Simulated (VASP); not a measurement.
# Mo3W (P6_3/mmc) in VASP: notebook

Mo3W is run at these levels: PBE; tasks: single point.

Program: VASP 6.6.1. These are calculated values, not measurements. Logs are shortened: lines on timing, memory, paths and dates and some standing lists are left out, and cuts for length are marked.

**1. The cell of the first run**

It takes space group P6_3/mmc (No. 194, hexagonal). Conventional cell: a = 6.583 Å, b = 6.583 Å, c = 5.066 Å, α = 90.00°, β = 90.00°, γ = 120.00°. Mo (site symmetry mm2) has 4 W at 3.16 to 3.29 Å and 8 Mo at 3.17 to 3.31 Å within 4.2 Å. Within 4.2 Å of W (site symmetry -6m2) lie 12 Mo at 3.16 to 3.29 Å.

The cell was built from a structure type or drawn by symmetry, and may not be a known phase.

**2. Single point, PBE**

INCAR reads:

```
SYSTEM = Mo3W
PREC     = Accurate       ! precision mode
ENCUT    = 500            ! plane-wave cutoff, eV
EDIFF    = 1E-6           ! SCF threshold, eV
ISMEAR   = 0              ! smearing method
SIGMA    = 0.1            ! smearing width, eV
LREAL    = .False.        ! projectors in reciprocal space
LASPH    = .True.         ! aspherical terms in the spheres
NELM     = 120            ! most SCF steps
ALGO     = Normal         ! electronic algorithm
ISIF     = 2              ! what is computed and relaxed
LWAVE    = .False.        ! write WAVECAR
LCHARG   = .True.         ! write CHGCAR
GGA      = PE             ! functional
LELF     = .True.         ! ELF
LVHAR    = .True.       
NBANDS   = 66             ! bands
GGA_COMPAT= .False.
```

KPOINTS reads:

```
regular mesh
0
Gamma
  3 3 4
  0 0 0
```

POSCAR reads:

```
Mo3W
1.0
    6.5833397900      0.0000000000      0.0000000000
   -3.2916699000      5.7013395000      0.0000000000
    0.0000000000      0.0000000000      5.0655608900
Mo W
6 2
Direct
    0.1677048800      0.3354097600      0.2500000000
    0.6645902400      0.8322951200      0.2500000000
    0.1677048800      0.8322951200      0.2500000000
    0.8322951200      0.6645902400      0.7500000000
    0.3354097600      0.1677048800      0.7500000000
    0.8322951200      0.1677048800      0.7500000000
    0.3333333300      0.6666666700      0.7500000000
    0.6666666700      0.3333333300      0.2500000000
```

Potentials or basis: VASP PAW PBE potentials, release 64 (Mo_sv, W_sv).

Run with:

```sh
$ cat potpaw_PBE.64/Mo_sv/POTCAR potpaw_PBE.64/W_sv/POTCAR > POTCAR
$ mpirun -np 1 vasp_std > vasp.out
```

OUTCAR:

```text
SYSTEM = Mo3W
   PREC = Accurate
   ENCUT = 500
   EDIFF = 1E-6
   ISMEAR = 0
   LREAL = .False.
   LASPH = .True.
   NELM = 120
   ISIF = 2
   GGA = PE

 ion  position               nearest neighbor table
   1  0.168  0.335  0.250-   7 3.16   7 3.16   6 3.17   6 3.17   5 3.17   5 3.17   2 3.27   3 3.27
                             8 3.29   8 3.29   2 3.31   3 3.31
   2  0.665  0.832  0.250-   7 3.16   7 3.16   6 3.17   6 3.17   4 3.17   4 3.17   1 3.27   3 3.27
                             8 3.29   8 3.29   1 3.31   3 3.31
   3  0.168  0.832  0.250-   7 3.16   7 3.16   4 3.17   4 3.17   5 3.17   5 3.17   2 3.27   1 3.27
                             8 3.29   8 3.29   2 3.31   1 3.31
   4  0.832  0.665  0.750-   8 3.16   8 3.16   3 3.17   3 3.17   2 3.17   2 3.17   5 3.27   6 3.27
                             7 3.29   7 3.29   5 3.31   6 3.31
   5  0.335  0.168  0.750-   8 3.16   8 3.16   3 3.17   3 3.17   1 3.17   1 3.17   4 3.27   6 3.27
                             7 3.29   7 3.29   4 3.31   6 3.31
   6  0.832  0.168  0.750-   8 3.16   8 3.16   1 3.17   1 3.17   2 3.17   2 3.17   5 3.27   4 3.27
                             7 3.29   7 3.29   5 3.31   4 3.31
   7  0.333  0.667  0.750-   3 3.16   3 3.16   2 3.16   2 3.16   1 3.16   1 3.16   4 3.29   5 3.29
                             6 3.29   6 3.29   4 3.29   5 3.29
   8  0.667  0.333  0.250-   6 3.16   6 3.16   5 3.16   5 3.16   4 3.16   4 3.16   1 3.29   2 3.29
                             3 3.29   3 3.29   1 3.29   2 3.29

  LATTYP: Found a hexagonal cell.
 ALAT       =     6.5833397900
 C/A-ratio  =     0.7694515324

  Lattice vectors:

 A1 = (   6.5833397900,   0.0000000000,   0.0000000000)
 A2 = (  -3.2916699000,   5.7013395000,   0.0000000000)
 A3 = (   0.0000000000,   0.0000000000,   5.0655608900)

Analysis of symmetry for initial positions (statically):
=====================================================================
 Subroutine PRICEL returns:
 Original cell was already a primitive cell.

 Routine SETGRP: Setting up the symmetry group for a
 hexagonal supercell.

 Subroutine GETGRP returns: Found 24 space group operations
 (whereof 12 operations were pure point group operations)
 out of a pool of 24 trial point group operations.

The static configuration has the point symmetry D_3d.
 The point group associated with its full space group is D_6h.

Analysis of symmetry for dynamics (positions and initial velocities):
=====================================================================
 Subroutine PRICEL returns:
 Original cell was already a primitive cell.

 Routine SETGRP: Setting up the symmetry group for a
 hexagonal supercell.

 Subroutine GETGRP returns: Found 24 space group operations
 (whereof 12 operations were pure point group operations)
 out of a pool of 24 trial point group operations.

The dynamic configuration has the point symmetry D_3d.
 The point group associated with its full space group is D_6h.

 Subroutine INISYM returns: Found 24 space group operations
 (whereof 12 operations are pure point group operations),
 and found     1 'primitive' translations

----------------------------------------------------------------------------------------

                                     Primitive cell

  volume of cell :     190.1300

  direct lattice vectors                    reciprocal lattice vectors
     6.583339790  0.000000000  0.000000000     0.151898585  0.087698689  0.000000000
    -3.291669900  5.701339500  0.000000000     0.000000000  0.175397378  0.000000000
     0.000000000  0.000000000  5.065560890     0.000000000  0.000000000  0.197411505

  length of vectors
     6.583339790  6.583339793  5.065560890     0.175397378  0.175397378  0.197411505

  position of ions in fractional coordinates (direct lattice)
     0.167704880  0.335409760  0.250000000
     0.664590240  0.832295120  0.250000000
     0.167704880  0.832295120  0.250000000
     0.832295120  0.664590240  0.750000000
     0.335409760  0.167704880  0.750000000
     0.832295120  0.167704880  0.750000000
     0.333333330  0.666666670  0.750000000
     0.666666670  0.333333330  0.250000000

  ion indices of the primitive-cell ions
   primitive index   ion index
                 1           1
                 2           2
                 3           3
                 4           4
                 5           5
                 6           6
                 7           7
                 8           8

----------------------------------------------------------------------------------------

 KPOINTS: regular mesh

Automatic generation of k-mesh.
 Grid dimensions read from file:
 generate k-points for:    3    3    4

 Generating k-lattice:

  Cartesian coordinates                     Fractional coordinates (reciprocal lattice)
     0.050632862  0.029232896  0.000000000     0.333333333  0.000000000  0.000000000
     0.000000000  0.058465793  0.000000000     0.000000000  0.333333333  0.000000000
     0.000000000  0.000000000  0.049352876     0.000000000  0.000000000  0.250000000

  Length of vectors
     0.058465793  0.058465793  0.049352876

  Shift w.r.t. Gamma in fractional coordinates (k-lattice)
     0.000000000  0.000000000  0.000000000

 Subroutine IBZKPT returns following result:
 ===========================================

 Found      9 irreducible k-points:

 Following reciprocal coordinates:
            Coordinates               Weight
  0.000000  0.000000  0.000000      1.000000
  0.333333 -0.000000  0.000000      6.000000
  0.333333  0.333333  0.000000      2.000000
  0.000000  0.000000  0.250000      2.000000
  0.333333 -0.000000  0.250000     12.000000
  0.333333  0.333333  0.250000      4.000000
  0.000000  0.000000  0.500000      1.000000
  0.333333 -0.000000  0.500000      6.000000
  0.333333  0.333333  0.500000      2.000000
   k-points           NKPTS =      9   k-points in BZ     NKDIM =      9   number of bands    NBANDS=     66
   number of dos      NEDOS =    301   number of ions     NIONS =      8
   total plane-waves  NPLWV =  92160
   dimension x,y,z NGX =    48 NGY =   48 NGZ =   40
   dimension x,y,z NGXF=    96 NGYF=   96 NGZF=   80
   ions per type =               6   2
   NGX,Y,Z   is equivalent  to a cutoff of  12.12, 12.12, 13.13 a.u.
   NGXF,Y,Z  is equivalent  to a cutoff of  24.24, 24.24, 26.26 a.u.
 SYSTEM =  Mo3W
   PREC   = accura    normal or accurate (medium, high low for compatibility)
   ISTART =      0    job   : 0-new  1-cont  2-samecut
   ICHARG =      2    charge: 1-file 2-atom 10-const
   ISPIN  =      1    spin polarized calculation?
   LNONCOLLINEAR =      F non collinear calculations
   LSORBIT =      F    spin-orbit coupling
   LASPH  =      T    aspherical Exc in radial PAW
   ENCUT  =  500.0 eV  36.75 Ry    6.06 a.u.  12.00 12.00  9.24*2*pi/ulx,y,z
   NELM   =    120;   NELMIN=  2; NELMDL= -5     # of ELM steps
   EDIFF  = 0.1E-05   stopping-criterion for ELM
   LREAL  =      F    real-space projection
   EDIFFG = 0.1E-04   stopping-criterion for IOM
   NSW    =      0    number of steps for IOM
   IBRION =     -1    ionic relax: 0-MD 1-quasi-New 2-CG
   NFREE  =      0    steps in history (QN), initial steepest desc. (CG)
   ISIF   =      2    stress and relaxation
   ISYM   =      2    0-nonsym 1-usesym 2-fastsym
   POTIM  = 0.5000    time-step for ionic-motion
   TEBEG  =    0.0;   TEEND  =   0.0 temperature during run
   PSTRESS=    0.0 pullay stress
   NELECT =     112.0000    total number of electrons
   NUPDOWN=      -1.0000    fix difference up-down
   EMIN   =  10.00;   EMAX   =-10.00  energy-range for DOS
   EFERMI =   0.00;   METHOD = LEGACY
   ISMEAR =     0;   SIGMA  =   0.10  broadening in eV -4-tet -1-fermi 0-gaus
   EFERMI_NEDOS =   21; number of points for ismear=-14 and -15
   IALGO  =     38    algorithm
   IMIX   =      4    mixing-type and parameters
     AMIX     =   0.40;   BMIX     =  1.00
     AMIX_MAG =   1.60;   BMIX_MAG =  1.00
  volume/ion in A,a.u.               =      23.77       160.38
  Fermi-wavevector in a.u.,A,eV,Ry     =   1.372347  2.593360 25.624345  1.883336
  Thomas-Fermi vector in A             =   2.497962
   LORBIT       =      0    0 simple, 1 ext, 2 COOP (PROOUT), +10 PAW based schemes
   GGA     = PE    functional components
   LHFCALC =     F    Hartree Fock is set to
   AEXX    =    0.0000 exact exchange contribution
   IVDW    =     0    specifies the selected vdW correction
   LEPSILON=     F    determine dielectric tensor
   LRPA    =     F    only Hartree local field effects (RPA)
 non-spin polarized calculation
 Gauss-broadening in eV      SIGMA  =   0.10
  energy-cutoff  :      500.00
  volume of cell :      190.13
 maximum number of plane-waves:      4860
   NGX = 25   NGY = 25   NGZ = 19

 number of electron     112.0000011 magnetization

 Free energy of the ion-electron system (eV)
  ---------------------------------------------------
  ext. energy  EPLUGINS =         0.00000000
  ---------------------------------------------------
  free energy    TOTEN  =       -76.36086405 eV

  energy without entropy =      -76.28186578  energy(sigma->0) =      -76.32136492

 E-fermi :   6.5153     XC(G=0): -11.2345

 val. band max:        6.4806988656   @ k =   0.3333   0.3333   0.2500
 cond. band min:       6.5153840328   @ k =   0.0000   0.0000   0.0000
 fundamental gap:      0.0346851672
 Fermi energy:         6.5153409751

 k-point     1 :       0.0000    0.0000    0.0000
  band No.  band energies     occupation
      1     -67.7851      2.00000
      2     -67.7851      2.00000
      3     -54.4606      2.00000
      4     -54.4370      2.00000
      5     -54.4370      2.00000
      6     -54.4274      2.00000
[... 58 lines left out ...]
     65       8.6998      0.00000
     66       8.7032      0.00000

 k-point     2 :       0.3333   -0.0000    0.0000
  band No.  band energies     occupation
      1     -67.7851      2.00000
      2     -67.7851      2.00000
      3     -54.4561      2.00000
      4     -54.4419      2.00000
      5     -54.4371      2.00000
      6     -54.4277      2.00000
[... 541 lines left out ...]
     65       8.3970      0.00000
     66       8.4189      0.00000

------------------------ aborting loop because EDIFF is reached ----------------------------------------

  FORCE on cell =-STRESS in cart. coord.  units (eV):
  Direction    XX          YY          ZZ          XY          YZ          ZX
  --------------------------------------------------------------------------------------
  -------------------------------------------------------------------------------------
  Total      -47.5203494    -47.5203494    -51.1603783      0.0000000      0.0000000      0.0000000
  in kB     -400.4418817   -400.4418817   -431.1154780      0.0000004      0.0000000      0.0000000
  external PRESSURE =    -410.6664138 kB  Pullay stress =       0.0000000 kB

 VOLUME and BASIS-vectors are now :
 -----------------------------------------------------------------------------
  energy-cutoff  :      500.00
  volume of cell :      190.13
      direct lattice vectors                 reciprocal lattice vectors
     6.583339790  0.000000000  0.000000000     0.151898585  0.087698689  0.000000000
    -3.291669900  5.701339500  0.000000000     0.000000000  0.175397378  0.000000000
     0.000000000  0.000000000  5.065560890     0.000000000  0.000000000  0.197411505

 POSITION                                       TOTAL-FORCE (eV/Angst)
 -----------------------------------------------------------------------------------
     -0.00000      1.91228      1.26639        -0.000000      0.282065      0.000000
      1.63558      4.74520      1.26639        -0.244275     -0.141033      0.000000
     -1.63558      4.74520      1.26639         0.244275     -0.141033      0.000000
      3.29167      3.78905      3.79917         0.000000     -0.282065      0.000000
      1.65609      0.95614      3.79917         0.244275      0.141033      0.000000
      4.92725      0.95614      3.79917        -0.244275      0.141033      0.000000
     -0.00000      3.80089      3.79917         0.000000      0.000000      0.000000
      3.29167      1.90045      1.26639         0.000000     -0.000000      0.000000
 -----------------------------------------------------------------------------------
    total drift:                               -0.000076      0.000044     -0.000000

  FREE ENERGIE OF THE ION-ELECTRON SYSTEM (eV)
  ---------------------------------------------------
  free  energy   TOTEN  =       -76.3608640538 eV

  energy  without entropy=      -76.2818657830  energy(sigma->0) =      -76.32136492
```

It took 3.2 min on 1 thread of Intel Xeon 8259CL, shared host; peak memory 0.33 GiB.

Results:

| Quantity | Value |
| --- | --- |
| Free energy | -76.3609 eV |
| Pressure | -41.1 GPa |
| Largest force | 0.282 eV/Å |
| Band gap on the k mesh | zero (bands 56 and 57 overlap by 0.76 eV) |

Forces in eV/Å, atoms in the order of the input:
```
Mo   0.000  0.282  0.000
Mo  -0.244 -0.141  0.000
Mo   0.244 -0.141  0.000
Mo   0.000 -0.282  0.000
Mo   0.244  0.141  0.000
Mo  -0.244  0.141  0.000
W    0.000  0.000  0.000
W    0.000  0.000  0.000
```

Levels at points of the mesh, in eV from the Fermi level:
```tsv
k point	band 53	band 54	band 55	band 56	band 57	band 58	band 59	band 60
(0.00, 0.00, 0.00)	0.00	0.00	0.06	0.15	0.15	0.34	0.34	0.40
(0.00, 0.00, 0.50)	0.58	0.58	0.65	0.65	0.65	0.65	0.97	0.97
```

Caveat: the k points lie up to 0.37 Å⁻¹ apart, too coarse for converged energies and pressures of a metal; spin-orbit coupling is left out, which moves the levels of the heavy elements.

(Part 1 of 2 ends here.)
